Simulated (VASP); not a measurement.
Runs of VASP 6.6.1 on AlN. The structure is that of space group F-43m (No. 216), or close to it. The cells are those of the table. 

```tsv
task	cell	cutoff (eV)	gap on the mesh (eV)	pressure (GPa)
single point	a = 3.045 Å, angles 60.0°, 2 atoms	520	3.97	(b)
single point	a = 3.058 Å, angles 60.0°, 2 atoms	520	3.96	(a)
single point	a = 3.080 Å, angles 60.0°, 2 atoms	520	3.94	1.6
relaxation of cell and atoms	relaxed to 4 GPa from a = 3.090 Å, angles 60.0°, 2 atoms	600	3.95	4.0
single point	a = 3.071 Å, angles 60.0°, 2 atoms	520	3.95	3.6
relaxation of cell and atoms	relaxed to 7 GPa from a = 3.090 Å, angles 60.0°, 2 atoms	600	3.96	7.0
relaxation of cell and atoms	relaxed to 10 GPa from a = 3.090 Å, angles 60.0°, 2 atoms	600	3.97	10.0
single point	a = 3.085 Å, angles 60.0°, 2 atoms	520	3.94	0.6
relaxation of cell and atoms	relaxed to 2 GPa from a = 3.090 Å, angles 60.0°, 2 atoms	600	3.94	2.0
relaxation of cell and atoms	relaxed to 15 GPa from a = 3.090 Å, angles 60.0°, 2 atoms	600	3.98	15.0
relaxation of cell and atoms	relaxed to 1 GPa from a = 3.090 Å, angles 60.0°, 2 atoms	600	3.94	1.0
single point	a = 3.026 Å, angles 60.0°, 2 atoms	520	3.98	14.7
```

Alike in all rows: level r2SCAN; potentials or basis VASP PAW PBE potentials, release 64 (Al, N); no spin polarisation; k mesh 8 × 8 × 8; smearing gaussian 0.01 eV.

Question: Estimate the missing entries.

Answer: (a) 6.6; (b) 9.6.

Caveats: the PAW data sets were made with another functional, which shifts forces and pressure a little; the cell is relaxed towards a set pressure, so the enthalpy falls and the energy may rise (some runs).

A k mesh can miss the band edges.
